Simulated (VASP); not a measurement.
Write the native input for VASP 6.6.1 that does the following.

| Quantity | Value |
| --- | --- |
| Task | single point |
| Functional | RPBE |
| Potentials or basis | VASP PAW PBE potentials, release 64 (Au) |
| Cutoff | 520 eV |
| k mesh | 8 × 8 × 11 |
| Occupations | fermi-dirac, width 0.1 eV |
| Spin | no spin polarisation |
| Dipole correction | no |
| Further INCAR settings | ALGO = Normal; EDIFF = 1e-06; NBANDS = 24 |

The structure of Au lies in POSCAR:

```
Au
1.0
    4.7867986398      0.0000000000      0.0000000000
   -2.3933993199      4.1454892248      0.0000000000
    0.0000000000      0.0000000000      2.8608264844
Au
3
Direct
    1.0000000000      1.0000000000      0.0000000000
    0.3333333333      0.6666666667      0.5000000000
    0.6666666667      0.3333333333      0.5000000000
```

This isn't the form of Au at room conditions, which is fcc.

One way to write it, as run:

INCAR

```
SYSTEM = Au
ALGO = Normal
EDIFF = 1E-6
ENCUT = 520
GGA = RP
ISIF = 2
ISMEAR = -1
LASPH = .True.
LCHARG = .True.
LELF = .True.
LREAL = .False.
LVHAR = .True.
LWAVE = .False.
NBANDS = 24
NELM = 100
PREC = Accurate
SIGMA = 0.1
```

KPOINTS

```
k-points
0
Gamma
  8 8 11
  0 0 0
```

Potentials or basis: VASP PAW PBE potentials, release 64 (Au).

Command:

```sh
$ cat potpaw_PBE.64/Au/POTCAR > POTCAR
$ mpirun -np 1 vasp_std > vasp.out
```

Results of the run:

```
Pressure               : -0.2 GPa
Band gap on the k mesh : zero (an odd number of electrons rules out a gap without spin polarisation)
```

Caveat: the PAW data sets were made with another functional, which shifts forces and pressure a little; spin-orbit coupling is left out, which moves the levels of the heavy elements.

Wall time 55 s on 1 thread of Intel(R) Xeon(R) Platinum 8259CL CPU @ 2.50GHz (Skylake/Cascade Lake), with other jobs on the host, peak memory 0.21 GiB.
